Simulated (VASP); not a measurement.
# BaTiO3 in VASP: further runs

BaTiO3 is run at these levels: PBE, RPBE+D3(BJ), r2SCAN+U, PBEsol; tasks: single point, relaxation of cell and atoms.

Everything below comes from runs of VASP 6.6.1. Logs are shortened: lines on timing, memory, paths and dates and some standing lists are left out, and cuts for length are marked.

## Step 1: The cell of the first run

The structure is trigonal, space group R3m (No. 160). The conventional cell has a = 5.655 Å, b = 5.655 Å, c = 6.955 Å, α = 90.00°, β = 90.00°, γ = 120.00°. Within 3.7 Å of Ba (site symmetry 3m) lie 12 O at 2.79 to 2.89 Å and 8 Ti at 3.37 to 3.59 Å. Within 2.5 Å of Ti (site symmetry 3m) lie 6 O at 1.87 to 2.14 Å. O (site symmetry m) has 2 Ti at 1.87 to 2.14 Å within 2.5 Å.

## Step 2: Single point, PBE

File INCAR:

```
PREC = Accurate
ENCUT = 520
EDIFF = 1E-7
ISMEAR = -1
SIGMA = 0.05
LREAL = False
LASPH = True
NELM = 100
ALGO = Normal
ISIF = 2
LWAVE = False
LCHARG = False
GGA = PE
NBANDS = 28
```

File KPOINTS:

```
Automatic mesh
0
Gamma
  2 2 2
```

File POSCAR:

```
BaTiO3
1.0
    2.8273666084      1.6323808724      2.3183934932
   -2.8273666084      1.6323808724      2.3183934932
    0.0000000000     -3.2647617449      2.3183934932
Ba Ti O
1 1 3
Direct
    0.0000000000      0.0000000000      0.0000000000
    0.4845000000      0.4845000000      0.4845000000
    0.5086000000      0.0175000000      0.5086000000
    0.0175000000      0.5086000000      0.5086000000
    0.5086000000      0.5086000000      0.0175000000
```

Potentials or basis: VASP PAW PBE potentials, release 64 (Ba_sv, Ti_sv, O).

Run with:

```bash
$ cat potpaw_PBE.64/Ba_sv/POTCAR potpaw_PBE.64/Ti_sv/POTCAR potpaw_PBE.64/O/POTCAR > POTCAR
$ mpirun -np 1 vasp_std > vasp.out
```

OUTCAR:

```text
PREC = Accurate
   ENCUT = 520
   EDIFF = 1E-7
   ISMEAR = -1
   LREAL = False
   LASPH = True
   NELM = 100
   ISIF = 2
   GGA = PE

 ion  position               nearest neighbor table
   1  0.000  0.000  0.000-   5 2.79   4 2.79   3 2.79   4 2.83   3 2.83   4 2.83   3 2.83   5 2.83
                             5 2.83   5 2.89   4 2.89   3 2.89   2 3.37   2 3.43   2 3.43   2 3.43
   2  0.484  0.484  0.484-   3 1.87   4 1.87   5 1.87   3 2.14   4 2.14   5 2.14   1 3.37   1 3.43
                             1 3.43   1 3.43   1 3.50   1 3.50   1 3.50   1 3.59
   3  0.509  0.017  0.509-   2 1.87   2 2.14   1 2.79   1 2.83   1 2.83   1 2.89
   4  0.017  0.509  0.509-   2 1.87   2 2.14   1 2.79   1 2.83   1 2.83   1 2.89
   5  0.509  0.509  0.017-   2 1.87   2 2.14   1 2.79   1 2.83   1 2.83   1 2.89

  LATTYP: Found a trigonal (rhomboedric) cell.
 ALAT       =     4.0042000000
 COS(alpha) =     0.0028448828

  Lattice vectors:

 A1 = (   2.8273666084,   1.6323808724,   2.3183934932)
 A2 = (  -2.8273666084,   1.6323808724,   2.3183934932)
 A3 = (   0.0000000000,  -3.2647617449,   2.3183934932)

Analysis of symmetry for initial positions (statically):
=====================================================================
 Subroutine PRICEL returns:
 Original cell was already a primitive cell.

 Routine SETGRP: Setting up the symmetry group for a
 trigonal (rhombohedral) supercell.

 Subroutine GETGRP returns: Found  6 space group operations
 (whereof  6 operations were pure point group operations)
 out of a pool of 12 trial point group operations.

The static configuration has the point symmetry C_3v.

Analysis of symmetry for dynamics (positions and initial velocities):
=====================================================================
 Subroutine PRICEL returns:
 Original cell was already a primitive cell.

 Routine SETGRP: Setting up the symmetry group for a
 trigonal (rhombohedral) supercell.

 Subroutine GETGRP returns: Found  6 space group operations
 (whereof  6 operations were pure point group operations)
 out of a pool of 12 trial point group operations.

The dynamic configuration has the point symmetry C_3v.

 Subroutine INISYM returns: Found  6 space group operations
 (whereof  6 operations are pure point group operations),
 and found     1 'primitive' translations

[... 73 lines left out ...]
   ISPIN  =      1    spin polarized calculation?
   LNONCOLLINEAR =      F non collinear calculations
   LSORBIT =      F    spin-orbit coupling
   LASPH  =      T    aspherical Exc in radial PAW
   ENCUT  =  520.0 eV  38.22 Ry    6.18 a.u.   7.45  7.45  7.45*2*pi/ulx,y,z
   NELM   =    100;   NELMIN=  2; NELMDL= -5     # of ELM steps
   EDIFF  = 0.1E-06   stopping-criterion for ELM
   LREAL  =      F    real-space projection
   EDIFFG = 0.1E-05   stopping-criterion for IOM
   NSW    =      0    number of steps for IOM
   IBRION =     -1    ionic relax: 0-MD 1-quasi-New 2-CG
   NFREE  =      0    steps in history (QN), initial steepest desc. (CG)
   ISIF   =      2    stress and relaxation
   ISYM   =      2    0-nonsym 1-usesym 2-fastsym
   POTIM  = 0.5000    time-step for ionic-motion
   TEBEG  =    0.0;   TEEND  =   0.0 temperature during run
   PSTRESS=    0.0 pullay stress
   NELECT =      40.0000    total number of electrons
   NUPDOWN=      -1.0000    fix difference up-down
   EMIN   =  10.00;   EMAX   =-10.00  energy-range for DOS
   EFERMI =   0.00;   METHOD = LEGACY
   ISMEAR =    -1;   SIGMA  =   0.05  broadening in eV -4-tet -1-fermi 0-gaus
   EFERMI_NEDOS =   21; number of points for ismear=-14 and -15
   IALGO  =     38    algorithm
   IMIX   =      4    mixing-type and parameters
     AMIX     =   0.40;   BMIX     =  1.00
     AMIX_MAG =   1.60;   BMIX_MAG =  1.00
  volume/ion in A,a.u.               =      12.84        86.65
  Fermi-wavevector in a.u.,A,eV,Ry     =   1.398237  2.642285 26.600301  1.955067
  Thomas-Fermi vector in A             =   2.521415
   LORBIT       =      0    0 simple, 1 ext, 2 COOP (PROOUT), +10 PAW based schemes
   GGA     = PE    functional components
[... 5 lines left out ...]
 non-spin polarized calculation
  energy-cutoff  :      520.00
  volume of cell :       64.20
 maximum number of plane-waves:      1750
 NGX is ok and might be reduce to    30
   NGX = 15   NGY = 15   NGZ = 15

 number of electron      39.9999998 magnetization

 Free energy of the ion-electron system (eV)
  ---------------------------------------------------
  ext. energy  EPLUGINS =         0.00000000
  ---------------------------------------------------
  free energy    TOTEN  =       -39.53529311 eV

  energy without entropy =      -39.53529311  energy(sigma->0) =      -39.53529311

 E-fermi :   4.9848     XC(G=0): -11.2337

 val. band max:        3.8300112769   @ k =   0.5000   0.5000   0.5000
 cond. band min:       6.0975788003   @ k =   0.0000   0.0000   0.0000
 fundamental gap:      2.2675675235
 Fermi energy:         4.9848263765

 k-point     1 :       0.0000    0.0000    0.0000
  band No.  band energies     occupation
      1     -52.6078      2.00000
      2     -28.8612      2.00000
      3     -28.8612      2.00000
      4     -28.8568      2.00000
      5     -21.0381      2.00000
      6     -13.0042      2.00000
[... 113 lines left out ...]
     27      11.8427      0.00000
     28      11.8427      0.00000

------------------------ aborting loop because EDIFF is reached ----------------------------------------

  FORCE on cell =-STRESS in cart. coord.  units (eV):
  Direction    XX          YY          ZZ          XY          YZ          ZX
  --------------------------------------------------------------------------------------
  -------------------------------------------------------------------------------------
  Total        3.4260587      3.4260587      3.3680861     -0.0000000     -0.0000000      0.0000000
  in kB       85.4994577     85.4994577     84.0527138     -0.0000000     -0.0000000      0.0000000
  external PRESSURE =      85.0172097 kB  Pullay stress =       0.0000000 kB

 VOLUME and BASIS-vectors are now :
 -----------------------------------------------------------------------------
  energy-cutoff  :      520.00
  volume of cell :       64.20
      direct lattice vectors                 reciprocal lattice vectors
     2.827366608  1.632380872  2.318393493     0.176843002  0.102100355  0.143777721
    -2.827366608  1.632380872  2.318393493    -0.176843002  0.102100355  0.143777721
     0.000000000 -3.264761745  2.318393493     0.000000000 -0.204200710  0.143777721

 POSITION                                       TOTAL-FORCE (eV/Angst)
 -----------------------------------------------------------------------------------
      0.00000      0.00000      0.00000         0.000000      0.000000     -0.247342
      0.00000     -0.00000      3.36978         0.000000      0.000000     -1.964107
      1.38852     -0.80166      2.39884         0.023064     -0.013316      0.737150
     -1.38852     -0.80166      2.39884        -0.023064     -0.013316      0.737150
      0.00000      1.60332      2.39884         0.000000      0.026633      0.737150
 -----------------------------------------------------------------------------------
    total drift:                                0.000000     -0.000002      0.000563

  FREE ENERGIE OF THE ION-ELECTRON SYSTEM (eV)
  ---------------------------------------------------
  free  energy   TOTEN  =       -39.5352931123 eV

  energy  without entropy=      -39.5352931121  energy(sigma->0) =      -39.53529311
```

It took 6.8 s on 1 thread of Intel Xeon 6975P-C (Granite Rapids), shared host; peak memory 0.17 GiB.

Results:

```
Free energy            : -39.5353 eV
Pressure               : 8.5 GPa
Largest force          : 1.964 eV/Å
Band gap on the k mesh : 2.27 eV, indirect (least direct gap 2.67 eV)
```

Forces in eV/Å, atoms in the order of the input:
```
Ba   0.000  0.000 -0.247
Ti   0.000  0.000 -1.964
O    0.023 -0.013  0.737
O   -0.023 -0.013  0.737
O    0.000  0.027  0.737
```

Stress tensor (GPa, compression positive):
```
8.55 0.00 0.00
0.00 8.55 0.00
0.00 0.00 8.41
```

Caveat: the k points lie up to 0.78 Å⁻¹ apart; spin-orbit coupling is left out, which moves the levels of the heavy elements; forces of over 1 eV/Å act on the atoms, so gaps and moduli don't describe the material at rest. A k mesh can miss the band edges.

## Step 3: Single point, RPBE+D3(BJ)

This run uses another cell than the first one, of 11.50 Å³/atom, 0.896 times its volume.

File INCAR:

```
SYSTEM = BaTiO3
  ALGO = Normal
  EDIFF = 1E-7
  ENCUT = 520
  GGA = RP
  ISIF = 2
  ISMEAR = -1
  IVDW = 12
  LASPH = .TRUE.
  LCHARG = .TRUE.
  LELF = .TRUE.
  LREAL = .FALSE.
  LVHAR = .TRUE.
  LWAVE = .FALSE.
  NBANDS = 28
  NELM = 60
  PREC = Accurate
  SIGMA = 0.05
```

File KPOINTS:

```
k-points
0
G
  7 7 7
  0 0 0
```

File POSCAR:

```
BaTiO3
1.0
    2.7292453167      1.5757305182      2.2284199889
   -2.7292453167      1.5757305182      2.2284199889
    0.0000000000     -3.1514610365      2.2284199889
Ba Ti O
1 1 3
Direct
    0.0038396628      0.0038396628      0.0038396628
    0.5038390526      0.5038390526      0.5038390526
    0.5038398322      0.0038416203      0.5038398322
    0.0038416203      0.5038398322      0.5038398322
    0.5038398322      0.5038398322      0.0038416203
```

Potentials or basis: VASP PAW PBE potentials, release 64 (Ba_sv, Ti_sv, O).

Run with:

```bash
$ cat potpaw_PBE.64/Ba_sv/POTCAR potpaw_PBE.64/Ti_sv/POTCAR potpaw_PBE.64/O/POTCAR > POTCAR
$ mpirun -np 1 vasp_std > vasp.out
```

OUTCAR:

```text
SYSTEM = BaTiO3
   EDIFF = 1E-7
   ENCUT = 520
   GGA = RP
   ISIF = 2
   ISMEAR = -1
   IVDW = 12
   LASPH = .TRUE.
   LREAL = .FALSE.
   NELM = 60
   PREC = Accurate
 IVDW          = 12

 ion  position               nearest neighbor table
   1  0.004  0.004  0.004-   5 2.73   4 2.73   3 2.73   4 2.73   3 2.73   4 2.73   3 2.73   5 2.73
                             5 2.73   5 2.73   4 2.73   3 2.73   2 3.34   2 3.34   2 3.34   2 3.34
   2  0.504  0.504  0.504-   5 1.93   4 1.93   3 1.93   5 1.93   4 1.93   3 1.93   1 3.34   1 3.34
                             1 3.34   1 3.34   1 3.34   1 3.34   1 3.34   1 3.34
   3  0.504  0.004  0.504-   2 1.93   2 1.93   1 2.73   1 2.73   1 2.73   1 2.73
   4  0.004  0.504  0.504-   2 1.93   2 1.93   1 2.73   1 2.73   1 2.73   1 2.73
   5  0.504  0.504  0.004-   2 1.93   2 1.93   1 2.73   1 2.73   1 2.73   1 2.73

  LATTYP: Found a simple cubic cell.
 ALAT       =     3.8597360417

  Lattice vectors:

 A1 = (   2.7292453167,   1.5757305182,   2.2284199889)
 A2 = (  -2.7292453167,   1.5757305182,   2.2284199889)
 A3 = (   0.0000000000,  -3.1514610365,   2.2284199889)

Analysis of symmetry for initial positions (statically):
[... 178 lines left out ...]
 val. band max:        4.8312362395   @ k =   0.0000   0.0000   0.0000
 cond. band min:       6.8479940873   @ k =   0.0000   0.0000   0.0000
 fundamental gap:      2.0167578478
 Fermi energy:         5.8652297270

 k-point     1 :       0.0000    0.0000    0.0000
  band No.  band energies     occupation
      1     -51.4581      2.00000
      2     -27.6642      2.00000
      3     -27.6642      2.00000
      4     -27.6642      2.00000
      5     -19.8037      2.00000
      6     -12.3505      2.00000
[... 609 lines left out ...]
     27      13.6144      0.00000
     28      13.6144      0.00000

------------------------ aborting loop because EDIFF is reached ----------------------------------------

 Edisp (eV)   -9.14968

 E8    (eV) :    -6.4329

  FORCE on cell =-STRESS in cart. coord.  units (eV):
  Direction    XX          YY          ZZ          XY          YZ          ZX
  --------------------------------------------------------------------------------------
  -------------------------------------------------------------------------------------
  Total       0.93801     0.93801     0.93801     0.00000    -0.00000     0.00000
  in kB      26.13646    26.13646    26.13647     0.00000    -0.00000     0.00000
  external pressure =       26.14 kB  Pullay stress =        0.00 kB

 VOLUME and BASIS-vectors are now :
 -----------------------------------------------------------------------------
  energy-cutoff  :      520.00
  volume of cell :       57.50
      direct lattice vectors                 reciprocal lattice vectors
     2.729245317  1.575730518  2.228419989     0.183200827  0.105771047  0.149582814
    -2.729245317  1.575730518  2.228419989    -0.183200827  0.105771047  0.149582814
     0.000000000 -3.151461037  2.228419989     0.000000000 -0.211542094  0.149582814

 POSITION                                       TOTAL-FORCE (eV/Angst)
 -----------------------------------------------------------------------------------
      0.00000     -0.00000      0.02567        -0.000000     -0.000000      0.000000
      0.00000     -0.00000      3.36830        -0.000000     -0.000000      0.000000
      1.36462     -0.78786      2.25409         0.000000      0.000000     -0.000000
     -1.36462     -0.78786      2.25409        -0.000000      0.000000     -0.000000
      0.00000      1.57572      2.25409        -0.000000     -0.000000      0.000000
 -----------------------------------------------------------------------------------
    total drift:                                0.000000     -0.000006     -0.005125

  FREE ENERGIE OF THE ION-ELECTRON SYSTEM (eV)
  ---------------------------------------------------
  free  energy   TOTEN  =       -46.1760225237 eV

  energy  without entropy=      -46.1760225235  energy(sigma->0) =      -46.17602252
```

stdout:

```text
POSCAR found type information on POSCAR BaTiO
 POSCAR found :  3 types and       5 ions
 scaLAPACK will be used
 -----------------------------------------------------------------------------
|                                                                             |
|                                                                             |
|     You enforced a specific xc type in the INCAR file but a different       |
|     I HOPE YOU KNOW WHAT YOU ARE DOING!                                     |
|                                                                             |
 -----------------------------------------------------------------------------

 LDA part: xc-table for (Slater+PW92), standard interpolation
 POSCAR, INCAR and KPOINTS ok, starting setup
 FFT: planning ... GRIDC
 FFT: planning ... GRID_SOFT
 FFT: planning ... GRID
 WAVECAR not read
 entering main loop
```

Wall time 20 s (1 thread of Intel Xeon 6975P-C (Granite Rapids), shared host); peak memory 0.2 GiB.

Results:

```yaml
Free_energy: -46.1760 eV
Pressure: 2.6 GPa
Band_gap_on_the_k_mesh: 2.02 eV, direct
Dispersion_energy_per_atom: -1.830 eV
```

Levels at points of the mesh, in eV from the valence-band top:
```
           k point  band 16  band 17  band 18  band 19  band 20  band 21  band 22  band 23  band 24  band 25
(0.00, 0.00, 0.00)    -1.25    -1.25     0.00     0.00     0.00     2.02     2.02     2.02     4.68     4.68
```

Caveat: the PAW data sets were made with another functional, which shifts forces and pressure a little; spin-orbit coupling is left out, which moves the levels of the heavy elements. A k mesh can miss the band edges.

## Step 4: Relaxation of cell and atoms, RPBE+D3(BJ)

File INCAR:

```
PREC = Accurate ; ENCUT = 600
EDIFF = 1E-6 ; ISMEAR = -1
SIGMA = 0.05 ; LREAL = F
LASPH = T ; NELM = 100
ALGO = Normal ; ISIF = 3
LWAVE = F ; LCHARG = F
GGA = RP ; IVDW = 12
IBRION = 2 ; NSW = 60
EDIFFG = -0.01
```

File KPOINTS:

```
Automatic mesh
0
Gamma
  7 7 7
```

File POSCAR:

```
BaTiO3
1.0
    2.8273666084      1.6323808724      2.3183934932
   -2.8273666084      1.6323808724      2.3183934932
    0.0000000000     -3.2647617449      2.3183934932
Ba Ti O
1 1 3
Direct
    0.0000000000      0.0000000000      0.0000000000
    0.4845000000      0.4845000000      0.4845000000
    0.5086000000      0.0175000000      0.5086000000
    0.0175000000      0.5086000000      0.5086000000
    0.5086000000      0.5086000000      0.0175000000
```

Run with:

```bash
$ cat potpaw_PBE.64/Ba_sv/POTCAR potpaw_PBE.64/Ti_sv/POTCAR potpaw_PBE.64/O/POTCAR > POTCAR
$ mpirun -np 1 vasp_std > vasp.out
```

It took 3.6 min on 1 thread of Intel Xeon 6975P-C (Granite Rapids), shared host; peak memory 0.26 GiB.

Results (log left out):

```yaml
Free_energy: -46.2080 eV
Relaxed_volume: 11.61 Å³/atom
Relaxed_cell: a = 3.872 Å, b = 3.872 Å, c = 3.872 Å, α = 89.99°, β = 89.99°, γ = 89.99°
Space_group_after_relaxing_to_0.05_Å: Pm-3m (No. 221)
Energy_gained_by_relaxing: 73.6 meV/atom
Ionic_steps: 16
Pressure_after_relaxing: 0.1 GPa
Largest_force_after_relaxing: 0.007 eV/Å
Band_gap_on_the_k_mesh: 2.01 eV, direct
Dispersion_energy_per_atom: -1.808 eV
```

Forces in eV/Å, atoms in the order of the input:
```
Ba   0.000  0.000  0.001
Ti   0.000  0.000  0.007
O   -0.003  0.002 -0.003
O    0.003  0.002 -0.003
O    0.000 -0.003 -0.003
```

The path:
| step | energy change (eV) | largest force (eV/Å) | pressure (GPa) | volume (Å³) |
| --- | --- | --- | --- | --- |
| 1 | 0.0000 | 0.2700 | -15.04 | 64.20 |
| 2 | 0.0822 | 2.0091 | 25.23 | 53.64 |
| 3 | -0.2759 | 1.1143 | 0.19 | 58.92 |
| 4 | -0.3471 | 0.3163 | 1.18 | 57.94 |
| 5 | -0.3477 | 0.2525 | 1.44 | 57.83 |
| 6 | -0.3561 | 0.1530 | -1.62 | 58.57 |
| 7 | -0.3561 | 0.1572 | -1.52 | 58.53 |
| 8 | -0.3633 | 0.1407 | -0.67 | 58.29 |
| 9 | -0.3654 | 0.1349 | 0.14 | 58.07 |
| 10 | -0.3672 | 0.0801 | 0.12 | 58.05 |
| 11 | -0.3679 | 0.0281 | 0.13 | 58.04 |
| 12 | -0.3681 | 0.0075 | -0.18 | 58.12 |
| 13 | -0.3681 | 0.0112 | -0.14 | 58.11 |
| 14 | -0.3681 | 0.0125 | -0.17 | 58.10 |
| 15 | -0.3681 | 0.0083 | 0.16 | 58.03 |
| 16 | -0.3681 | 0.0066 | 0.07 | 58.07 |

Final structure:
```
Ba Ti O
1.0
     2.73807    1.58083    2.23592
    -2.73807    1.58083    2.23592
     0.00000   -3.16165    2.23592
Ba Ti O
1 1 3
Cartesian
  0.0000 0.0000 0.0252
  0.0000 0.0000 3.3772
  1.3693 -0.7905 2.2627
  -1.3693 -0.7905 2.2627
  0.0000 1.5811 2.2627
```

Levels at points of the mesh, in eV from the valence-band top:
| k point | band 17 | band 18 | band 19 | band 20 | band 21 | band 22 | band 23 | band 24 |
| --- | --- | --- | --- | --- | --- | --- | --- | --- |
| (0.00, 0.00, 0.00) | -1.22 | 0.00 | 0.00 | 0.00 | 2.01 | 2.01 | 2.01 | 4.63 |

Caveat: the PAW data sets were made with another functional, which shifts forces and pressure a little; spin-orbit coupling is left out, which moves the levels of the heavy elements. A hybrid or GW would open this gap; RPBE tends to underestimate it.

(Continued in part 2 of 2.)
